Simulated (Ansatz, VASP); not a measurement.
**One calculation of C, two programs**

```
C
1.0
     2.46572    0.00000    0.00000
    -1.23286    2.13538    0.00000
     0.00000    0.00000   17.50000
C
4
Cartesian
  0.0000 1.4236 4.5000
  1.2329 0.7118 4.5000
  -0.2055 1.7795 7.8100
  -1.4383 2.4913 7.8100
```

Alike in both runs: task single point; functional PBE; dispersion D3(BJ); k mesh 15 × 15 × 1; occupations gaussian, width 0.1 eV; no spin polarisation.

```csv
,VASP,Ansatz
version,VASP 6.6.1,Ansatz 0.2.0
potentials or method,"VASP PAW PBE potentials, release 64 (C), cutoff 520 eV","scalar-relativistic, plane waves, PAW"
valence electrons in the cell,16,16
```

VASP gave:

```
gap on the k mesh at the Fermi level (eV) : 0.24
least direct gap on the mesh (eV)         : 0.24
rms of the force components (eV/Å)        : 0.013
```

Task: Which values does Ansatz return?

Result: gap on the k mesh at the Fermi level (eV): 0.24; least direct gap on the mesh (eV): 0.24; rms of the force components (eV/Å): 0.012.

Atom by atom the forces differ by 0.000 eV/Å (rms over components).
